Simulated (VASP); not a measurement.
# KBr (Fm-3m) in VASP: notebook

KBr is run at these levels: PBE0, r2SCAN+D3(BJ); tasks: single point, relaxation of cell and atoms.

Everything below comes from runs of VASP 6.6.1. Logs are shortened: lines on timing, memory, paths and dates and some standing lists are left out, and cuts for length are marked.

### Step 1. The cell of the first run

Symmetry: Fm-3m, No. 225, cubic system. Conventional cell: a = 6.600 Å, b = 6.600 Å, c = 6.600 Å, α = 90.00°, β = 90.00°, γ = 90.00°. Within 4.3 Å of Br (site symmetry m-3m) lie 6 K at 3.30 Å. Within 4.3 Å of K (site symmetry m-3m) lie 6 Br at 3.30 Å.

### Step 2. Single point, PBE0, non-collinear spin, zero start, spin-orbit coupling

POSCAR

```
KBr
1.0
    0.0000000000      3.3000000000      3.3000000000
    3.3000000000      0.0000000000      3.3000000000
    3.3000000000      3.3000000000      0.0000000000
Br K
1 1
Direct
    0.5000000000      0.5000000000      0.5000000000
    0.0000000000      0.0000000000      0.0000000000
```

INCAR.step1

```
PREC = Accurate
ENCUT = 520
EDIFF = 1E-5
ISMEAR = -1
SIGMA = 0.05
LREAL = False
LASPH = True
NELM = 150
ALGO = Normal
ISIF = 2
LWAVE = True
LCHARG = False
MAGMOM = 0 0 0 0 0 0
LORBIT = 11
LSORBIT = True
GGA_COMPAT = False
LORBMOM = True
NBANDS = 28
GGA = PE
```

INCAR.step2

```
PREC = Accurate
ENCUT = 520
EDIFF = 1E-7
ISMEAR = -1
SIGMA = 0.05
LREAL = False
LASPH = True
NELM = 150
ALGO = Normal
ISIF = 2
LWAVE = False
LCHARG = False
MAGMOM = 0 0 0 0 0 0
LORBIT = 11
LSORBIT = True
GGA_COMPAT = False
LORBMOM = True
GGA = PE
LHFCALC = True
AEXX = 0.25
PRECFOCK = Normal
NBANDS = 28
ISTART = 1
```

KPOINTS

```
Automatic mesh
0
Gamma
  3 3 3
```

Potentials or basis: VASP PAW PBE potentials, release 64 (Br, K_sv).

On the command line:

```console
$ cat potpaw_PBE.64/Br/POTCAR potpaw_PBE.64/K_sv/POTCAR > POTCAR
$ cp INCAR.step1 INCAR
$ mpirun -np 1 vasp_ncl > vasp.out
$ cp INCAR.step2 INCAR
$ mpirun -np 1 vasp_ncl > vasp.out
```

OUTCAR:

```text
PREC = Accurate
   ENCUT = 520
   EDIFF = 1E-7
   ISMEAR = -1
   LREAL = False
   LASPH = True
   NELM = 150
   ISIF = 2
   LORBIT = 11
   LSORBIT = True
   GGA = PE
   LHFCALC = True
   AEXX = 0.25
   PRECFOCK = Normal
   ISTART = 1

 ion  position               nearest neighbor table
   1  0.500  0.500  0.500-   2 3.30   2 3.30   2 3.30   2 3.30   2 3.30   2 3.30
   2  0.000  0.000  0.000-   1 3.30   1 3.30   1 3.30   1 3.30   1 3.30   1 3.30

  LATTYP: Found a face centered cubic cell.
 ALAT       =     6.6000000000

  Lattice vectors:

 A1 = (   0.0000000000,   3.3000000000,   3.3000000000)
 A2 = (   3.3000000000,   0.0000000000,   3.3000000000)
 A3 = (   3.3000000000,   3.3000000000,   0.0000000000)

Analysis of symmetry for initial positions (statically):
=====================================================================
 Subroutine PRICEL returns:
 Original cell was already a primitive cell.

 Routine SETGRP: Setting up the symmetry group for a
 face centered cubic supercell.

 Subroutine GETGRP returns: Found 48 space group operations
 (whereof 48 operations were pure point group operations)
 out of a pool of 48 trial point group operations.

The static configuration has the point symmetry O_h .

Analysis of symmetry for dynamics (positions and initial velocities):
=====================================================================
 Subroutine PRICEL returns:
 Original cell was already a primitive cell.

 Routine SETGRP: Setting up the symmetry group for a
 face centered cubic supercell.

 Subroutine GETGRP returns: Found 48 space group operations
 (whereof 48 operations were pure point group operations)
 out of a pool of 48 trial point group operations.

The dynamic configuration has the point symmetry O_h .

Analysis of structural, dynamic, and magnetic symmetry:
=====================================================================
 Subroutine PRICEL returns:
 Original cell was already a primitive cell.

 Routine SETGRP: Setting up the symmetry group for a
 face centered cubic supercell.

 Subroutine GETGRP returns: Found 48 space group operations
 (whereof 48 operations were pure point group operations)
 out of a pool of 48 trial point group operations.

The overall configuration has the point symmetry O_h .

 Subroutine INISYM returns: Found 48 space group operations
 (whereof 48 operations are pure point group operations),
 and found     1 'primitive' translations

----------------------------------------------------------------------------------------

                                     Primitive cell

  volume of cell :      71.8740

  direct lattice vectors                    reciprocal lattice vectors
     0.000000000  3.300000000  3.300000000    -0.151515152  0.151515152  0.151515152
     3.300000000  0.000000000  3.300000000     0.151515152 -0.151515152  0.151515152
     3.300000000  3.300000000  0.000000000     0.151515152  0.151515152 -0.151515152

  length of vectors
     4.666904756  4.666904756  4.666904756     0.262431941  0.262431941  0.262431941

  position of ions in fractional coordinates (direct lattice)
     0.500000000  0.500000000  0.500000000
     0.000000000  0.000000000  0.000000000

  ion indices of the primitive-cell ions
   primitive index   ion index
                 1           1
                 2           2

----------------------------------------------------------------------------------------

 KPOINTS: Automatic mesh

Automatic generation of k-mesh.
 Grid dimensions read from file:
 generate k-points for:    3    3    3

 Generating k-lattice:

[... 77 lines left out ...]
   LEPSILON=     F    determine dielectric tensor
   LRPA    =     F    only Hartree local field effects (RPA)
  energy-cutoff  :      520.00
  volume of cell :       71.87
 maximum number of plane-waves:      3896
 NGX is ok and might be reduce to    36
  NGX = 28; NGY = 28; NGZ = 28

 number of electron      15.9999997 magnetization      -0.0000000     -0.0000000     -0.0000000

 number of electron      15.9999997 magnetization       0.0000000      0.0000000      0.0000000

 Free energy of the ion-electron system (eV)
  ---------------------------------------------------
  ext. energy  EPLUGINS =         0.00000000
  ---------------------------------------------------
  free energy    TOTEN  =        -7.73880336 eV

  energy without entropy =       -7.73880336  energy(sigma->0) =       -7.73880336

 E-fermi :  -1.6956     XC(G=0):  -5.8065

 val. band max:       -2.8491206356   @ k =   0.0000   0.0000   0.0000
 cond. band min:       3.3342038577   @ k =   0.0000   0.0000   0.0000
 fundamental gap:      6.1833244933
 Fermi energy:        -1.6956038222

 k-point     1 :       0.0000    0.0000    0.0000
  band No.  band energies     occupation
      1     -33.0090      1.00000
      2     -33.0090      1.00000
      3     -16.3628      1.00000
      4     -16.3628      1.00000
      5     -15.3105      1.00000
      6     -15.3105      1.00000
[... 113 lines left out ...]
     27       9.8266      0.00000
     28       9.8266      0.00000

------------------------ aborting loop because EDIFF is reached ----------------------------------------

  FORCE on cell =-STRESS in cart. coord.  units (eV):
  Direction    XX          YY          ZZ          XY          YZ          ZX
  --------------------------------------------------------------------------------------
  -------------------------------------------------------------------------------------
  Total        0.1808166      0.1808166      0.1808166     -0.0000000      0.0000000      0.0000000
  in kB        4.0306678      4.0306678      4.0306678     -0.0000000      0.0000000      0.0000000
  external PRESSURE =       4.0306678 kB  Pullay stress =       0.0000000 kB

 VOLUME and BASIS-vectors are now :
 -----------------------------------------------------------------------------
  energy-cutoff  :      520.00
  volume of cell :       71.87
      direct lattice vectors                 reciprocal lattice vectors
     0.000000000  3.300000000  3.300000000    -0.151515152  0.151515152  0.151515152
     3.300000000  0.000000000  3.300000000     0.151515152 -0.151515152  0.151515152
     3.300000000  3.300000000  0.000000000     0.151515152  0.151515152 -0.151515152

 POSITION                                       TOTAL-FORCE (eV/Angst)
 -----------------------------------------------------------------------------------
      3.30000      3.30000      3.30000        -0.000000      0.000000      0.000000
      0.00000      0.00000      0.00000         0.000000     -0.000000      0.000000
 -----------------------------------------------------------------------------------
    total drift:                                0.000000     -0.000000      0.000000

  FREE ENERGIE OF THE ION-ELECTRON SYSTEM (eV)
  ---------------------------------------------------
  free  energy   TOTEN  =        -7.7388033641 eV

  energy  without entropy=       -7.7388033641  energy(sigma->0) =       -7.73880336

 orbital moment (x)

 # of ion     p       d       tot
 ----------------------------------------
  1         0.000  -0.000   0.000
  2        -0.000   0.000  -0.000
 ----------------------------------------
            0.000   0.000   0.000

 orbital moment (y)

 # of ion     p       d       tot
 ----------------------------------------
  1         0.000  -0.000   0.000
  2        -0.000   0.000  -0.000
 ----------------------------------------
            0.000   0.000   0.000

 orbital moment (z)

 # of ion     p       d       tot
 ----------------------------------------
  1        -0.000  -0.000  -0.000
  2         0.000   0.000   0.000
 ----------------------------------------
            0.000   0.000   0.000

 Spin-Orbit-Coupling matrix elements

 Ion:    1  E_soc:     -0.0491786
 l=   1
     0.0000000    -0.0081963    -0.0081963
    -0.0081963     0.0000000    -0.0081963
    -0.0081963    -0.0081963     0.0000000
 l=   2
     0.0000000    -0.0000000     0.0000000    -0.0000000    -0.0000001
    -0.0000000     0.0000000    -0.0000001    -0.0000000    -0.0000000
     0.0000000    -0.0000001     0.0000000    -0.0000001     0.0000000
    -0.0000000    -0.0000000    -0.0000001     0.0000000    -0.0000000
    -0.0000001    -0.0000000     0.0000000    -0.0000000     0.0000000
 l=   3
     0.0000000     0.0000000     0.0000000     0.0000000     0.0000000     0.0000000     0.0000000
     0.0000000     0.0000000     0.0000000     0.0000000     0.0000000     0.0000000     0.0000000
     0.0000000     0.0000000     0.0000000     0.0000000     0.0000000     0.0000000     0.0000000
     0.0000000     0.0000000     0.0000000     0.0000000     0.0000000     0.0000000     0.0000000
     0.0000000     0.0000000     0.0000000     0.0000000     0.0000000     0.0000000     0.0000000
     0.0000000     0.0000000     0.0000000     0.0000000     0.0000000     0.0000000     0.0000000
     0.0000000     0.0000000     0.0000000     0.0000000     0.0000000     0.0000000     0.0000000

 Ion:    2  E_soc:     -0.0079356
 l=   1
     0.0000000    -0.0013218    -0.0013218
    -0.0013218     0.0000000    -0.0013218
    -0.0013218    -0.0013218     0.0000000
 l=   2
     0.0000000     0.0000001     0.0000000     0.0000001    -0.0000009
     0.0000001     0.0000000    -0.0000007     0.0000001    -0.0000002
     0.0000000    -0.0000007     0.0000000    -0.0000007     0.0000000
     0.0000001     0.0000001    -0.0000007     0.0000000    -0.0000002
    -0.0000009    -0.0000002     0.0000000    -0.0000002     0.0000000
 l=   3
     0.0000000     0.0000000     0.0000000     0.0000000     0.0000000     0.0000000     0.0000000
     0.0000000     0.0000000     0.0000000     0.0000000     0.0000000     0.0000000     0.0000000
     0.0000000     0.0000000     0.0000000     0.0000000     0.0000000     0.0000000     0.0000000
     0.0000000     0.0000000     0.0000000     0.0000000     0.0000000     0.0000000     0.0000000
     0.0000000     0.0000000     0.0000000     0.0000000     0.0000000     0.0000000     0.0000000
     0.0000000     0.0000000     0.0000000     0.0000000     0.0000000     0.0000000     0.0000000
     0.0000000     0.0000000     0.0000000     0.0000000     0.0000000     0.0000000     0.0000000

 total charge

# of ion       s       p       d       tot
------------------------------------------
    1        1.592   3.341   0.001   4.934
    2        1.958   5.628   0.019   7.605
--------------------------------------------------
tot          3.550   8.969   0.020  12.539

 magnetization (x)

# of ion       s       p       d       tot
------------------------------------------
    1        0.000   0.000  -0.000  -0.000
    2        0.000   0.000  -0.000  -0.000
--------------------------------------------------
tot          0.000   0.000  -0.000  -0.000

 magnetization (y)

# of ion       s       p       d       tot
------------------------------------------
    1        0.000   0.000  -0.000  -0.000
    2        0.000   0.000   0.000   0.000
--------------------------------------------------
tot          0.000   0.000  -0.000  -0.000

 magnetization (z)

# of ion       s       p       d       tot
------------------------------------------
    1        0.000   0.000   0.000   0.000
    2       -0.000   0.000   0.000  -0.000
--------------------------------------------------
tot         -0.000   0.000   0.000  -0.000
```

Wall time 15 min (1 thread of Intel Xeon Platinum 8488C (Sapphire Rapids), shared host); peak memory 0.4 GiB.

Results:

```
Free energy                                           : -7.7388 eV
Pressure                                              : 0.4 GPa
Net moment                                            : 0.00 μB per cell
Valence electrons inside the program's atomic spheres : Br 4.93; K 7.61
```

Moments on the atoms (μB; x, y, z):
```
Br  0.00 0.00 0.00
K   0.00 0.00 0.00
```

Caveat: the k points lie up to 0.55 Å⁻¹ apart; the PAW data sets were made with another functional, which shifts forces and pressure a little.

### Step 3. Relaxation of cell and atoms, PBE0

POSCAR is that of step 2.

INCAR.step1

```
SYSTEM = KBr
ALGO = Normal
EDIFF = 1E-5
ENCUT = 600
GGA = PE
ISMEAR = -1
LASPH = .True.
LCHARG = .False.
LREAL = .False.
LWAVE = .True.
NBANDS = 15
NELM = 100
PREC = Accurate
SIGMA = 0.05
```

INCAR.step2

```
SYSTEM = KBr
AEXX = 0.25
ALGO = Normal
EDIFF = 1E-6
EDIFFG = -0.01
ENCUT = 600
GGA = PE
IBRION = 2
ISIF = 3
ISMEAR = -1
ISTART = 1
LASPH = .True.
LCHARG = .False.
LHFCALC = .True.
LREAL = .False.
LWAVE = .False.
NELM = 100
NSW = 60
PREC = Accurate
PRECFOCK = Normal
SIGMA = 0.05
```

KPOINTS

```
k-points
0
Gamma
  4 4 4
  0 0 0
```

Potentials or basis: VASP PAW PBE potentials, release 64 (Br, K_sv).

On the command line:

```console
$ cat potpaw_PBE.64/Br/POTCAR potpaw_PBE.64/K_sv/POTCAR > POTCAR
$ cp INCAR.step1 INCAR
$ mpirun -np 1 vasp_std > vasp.out
$ cp INCAR.step2 INCAR
$ mpirun -np 1 vasp_std > vasp.out
```

It took 30 min on 1 thread of Intel Xeon Platinum 8488C (Sapphire Rapids), shared host; peak memory 0.26 GiB.

It converged, with:

```
Free energy                           : -7.6916 eV
Relaxed volume                        : 37.05 Å³/atom
Relaxed cell                          : a = 4.714 Å, b = 4.714 Å, c = 4.714 Å, α = 60.00°, β = 60.00°, γ = 60.00°
Space group after relaxing (to 0.1 Å) : Fm-3m (No. 225)
Energy gained by relaxing             : 1.3 meV/atom
Ionic steps                           : 3
Pressure after relaxing               : 0.0 GPa
Band gap on the k mesh                : 6.24 eV
```

Step by step:
| step | energy change (eV) | largest force (eV/Å) | pressure (GPa) | volume (Å³) |
| --- | --- | --- | --- | --- |
| 1 | 0.0000 | 0.0000 | 0.44 | 71.87 |
| 2 | -0.0020 | 0.0000 | 0.21 | 72.90 |
| 3 | -0.0027 | 0.0000 | -0.03 | 74.10 |

Final structure:
```
Br K
1.0
     0.00000    3.33365    3.33365
     3.33365    0.00000    3.33365
     3.33365    3.33365    0.00000
Br K
1 1
Direct
  0.50000 0.50000 0.50000
  0.00000 0.00000 0.00000
```

Levels at points of the mesh, in eV from the valence-band top:
```tsv
k point	band 5	band 6	band 7	band 8	band 9	band 10	band 11	band 12
(0.00, 0.00, 0.00)	-12.18	0.00	0.00	0.00	6.24	9.72	9.72	9.72
(0.50, 0.00, 0.00)	-11.93	-1.19	-0.33	-0.33	8.41	10.23	12.08	12.08
(0.50, 0.50, 0.00)	-12.21	-0.85	-0.30	-0.30	7.84	9.13	11.35	11.70
```

Caveat: the PAW data sets were made with another functional, which shifts forces and pressure a little.

### Step 4. Single point, r2SCAN+D3(BJ), non-collinear spin, zero start, spin-orbit coupling

This run uses another cell than the first one, of 35.27 Å³/atom.

POSCAR

```
KBr
1.0
    0.0000000000      3.2795515735      3.2795515735
    3.2795515735      0.0000000000      3.2795515735
    3.2795515735      3.2795515735      0.0000000000
Br K
1 1
Direct
    0.5000000000      0.5000000000      0.5000000000
    0.0000000000      0.0000000000      0.0000000000
```

INCAR.step1

```
SYSTEM = KBr
PREC = Accurate
ENCUT = 520
ISMEAR = 0
SIGMA = 0.01
LREAL = .False.
LASPH = .True.
NELM = 150
LNONCOLLINEAR = .True.
MAGMOM = 0 0 0 0 0 0
LSORBIT = .True.
GGA_COMPAT = .False.
NBANDS = 28
GGA = PE
ALGO = Normal
EDIFF = 1E-4
LWAVE = .True.
LCHARG = .False.
```

INCAR.step2

```
SYSTEM = KBr
PREC = Accurate
ENCUT = 520
EDIFF = 1E-7
ISMEAR = 0
SIGMA = 0.01
LREAL = .False.
LASPH = .True.
NELM = 150
ALGO = Normal
ISIF = 2
LWAVE = .False.
LCHARG = .False.
LNONCOLLINEAR = .True.
MAGMOM = 0 0 0 0 0 0
LORBIT = 11
LSORBIT = .True.
GGA_COMPAT = .False.
LORBMOM = .True.
METAGGA = R2SCAN
LMIXTAU = .True.
IVDW = 12
VDW_S6 = 1.0
VDW_S8 = 0.78981345
VDW_A1 = 0.49484001
VDW_A2 = 5.73083694
NBANDS = 28
ISTART = 1
```

KPOINTS

```
Automatic mesh
0
Gamma
  7 7 7
  0 0 0
```

On the command line:

```console
$ cat potpaw_PBE.64/Br/POTCAR potpaw_PBE.64/K_sv/POTCAR > POTCAR
$ cp INCAR.step1 INCAR
$ mpirun -np 1 vasp_ncl > vasp.out
$ cp INCAR.step2 INCAR
$ mpirun -np 1 vasp_ncl > vasp.out
```

Wall time 13 min (1 thread of Oxide Virtual Turin-like, shared host); peak memory 0.45 GiB.

Results (log left out):

- Free energy: -23.4760 eV
- Pressure: -0.1 GPa
- Net moment: 0.00 μB per cell
- Valence electrons inside the program's atomic spheres: Br 4.94; K 7.66
- Dispersion energy per atom: -0.101 eV

Moments on the atoms (μB; x, y, z):
```
Br  0.00 0.00 0.00
K   0.00 0.00 0.00
```

Caveat: three body term missing; the PAW data sets were made with another functional, which shifts forces and pressure a little.

[end of part 1 of 2]
